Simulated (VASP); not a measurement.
Runs of VASP 6.6.1 on Ti3Zn. The structure is that of space group R-3m (No. 166), or close to it. The cells are those of the table. 

```csv
cell,gap on the mesh (eV),pressure (GPa)
"a = 3.984 Å, angles 86.9°, 4 atoms",none,-5.3
"a = 3.915 Å, angles 86.9°, 4 atoms",none,0.9
"a = 3.947 Å, angles 87.9°, 4 atoms",none,(a)
"a = 3.805 Å, angles 92.0°, 4 atoms",none,13.3
"a = 3.877 Å, angles 87.9°, 4 atoms",none,(b)
```

Alike in all rows: task single point; level LDA; potentials or basis VASP PAW LDA potentials, release 64 (Ti_sv, Zn); no spin polarisation; k mesh 12 × 12 × 12; cutoff (eV) 520; smearing gaussian 0.15 eV.

Task: Estimate the missing entries.

Result: (a) -2.8; (b) 4.2.

Caveats: the cell stands under pressure (at least some runs); the cell stands under tension (at least some runs).

A gap of «none» marks levels without a gap at the run's occupations.
